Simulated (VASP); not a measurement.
AlN, 4 atoms in the cell. It takes space group P6_3/mmc (No. 194, hexagonal). Conventional cell: a = 3.312 Å, b = 3.312 Å, c = 4.188 Å, α = 90.00°, β = 90.00°, γ = 120.00°. Within 2.5 Å of Al (site symmetry -6m2) lie 5 N at 1.91 to 2.09 Å. N (site symmetry -6m2) has 5 Al at 1.91 to 2.09 Å within 2.5 Å. 

| Quantity | Value |
| --- | --- |
| Program | VASP 6.6.1 |
| Task | relaxation of cell and atoms |
| Functional | PBEsol |
| Potentials or basis | VASP PAW PBE potentials, release 64 (Al, N) |
| Cutoff | 600 eV |
| k mesh | 12 × 12 × 6 |
| Occupations | gaussian, width 0.01 eV |
| Spin | no spin polarisation |
| Target pressure | 5 GPa |
| Dipole correction | no |
| Further INCAR settings | ALGO = Normal; EDIFF = 1e-06; IBRION = 2; EDIFFG = -0.01; NSW = 80; ISIF = 3 |

Potentials or basis: VASP PAW PBE potentials, release 64 (Al, N).

Command:

```sh
$ cat potpaw_PBE.64/Al/POTCAR potpaw_PBE.64/N/POTCAR > POTCAR
$ mpirun -np 1 vasp_std > vasp.out
```

Hardware: 1 thread of Intel(R) Xeon(R) 6975P-C (Granite Rapids) (shared host).

Q: Estimate the wall time of this run.

A: Wall time 74 s on 1 thread of Intel(R) Xeon(R) 6975P-C (Granite Rapids), on a shared host, peak memory 0.19 GiB. Counts: scf iterations 49, k points 76, ion steps 9.
